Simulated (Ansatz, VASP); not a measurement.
# Two plane-wave programs on ScCu

The input INCAR:

```
PREC = Accurate
ENCUT = 520
EDIFF = 1E-7
ISMEAR = 1
SIGMA = 0.1
LREAL = F
LASPH = T
NELM = 60
ALGO = Normal
ISIF = 2
LWAVE = F
LCHARG = F
GGA = CA
NBANDS = 18
```

Contents of KPOINTS:

```
Automatic mesh
0
Gamma
  7 7 7
```

File POSCAR:

```
ScCu
1.0
    3.2560000000      0.0000000000      0.0000000000
    0.0000000000      3.2560000000      0.0000000000
    0.0000000000      0.0000000000      3.2560000000
Sc Cu
1 1
Direct
    0.5000000000      0.5000000000      0.5000000000
    0.0000000000      0.0000000000      0.0000000000
```

Input for Ansatz:

```yaml
crystal:
  lattice:
    - [3.256, 0.0, 0.0]
    - [0.0, 3.256, 0.0]
    - [0.0, 0.0, 3.256]
  atoms:
    - { symbol: Sc, position: [0.5, 0.5, 0.5] }
    - { symbol: Cu, position: [0.0, 0.0, 0.0] }
kpoints:
  mp_grid:
    grid: [7, 7, 7]
hamiltonian:
  xc: lda
  pseudopotentials:
    kind: paw
scf:
  convergence:
    dr2_threshold: 1.0e-08
  occupations:
    method: methfessel_paxton
output:
  forces: true
  stress: true
  eigenvalues: true
```

Alike in both runs: task single point; functional LDA; k mesh 7 × 7 × 7; no spin polarisation.

|  | VASP | Ansatz |
| --- | --- | --- |
| version | VASP 6.6.1 | Ansatz 0.2.0 |
| potentials or method | VASP PAW LDA potentials, release 64 (Sc_sv, Cu) | plane waves, PAW |
| plane-wave cutoff (eV) | 520 | 420 |
| occupations | methfessel-paxton of order 1, width 0.1 eV | methfessel-paxton of order 1 |
| valence electrons in the cell | 22 | 30 |

|  | VASP | Ansatz | Ansatz less VASP |
| --- | --- | --- | --- |
| gap on the k mesh at the Fermi level (eV) | none | none | - |
| pressure (GPa) | -7.1 | -7.6 | -0.47 |

LDA's correlation is that of Perdew and Zunger in VASP and of Perdew and Wang (1992) in Ansatz. A gap of «none» marks a metal or a gap that the smearing closes. VASP's potentials hold 22 valence electrons a cell and Ansatz's 30, so a difference there can come from the potentials and not from the codes. Ansatz's warnings: stress scf threshold loose.
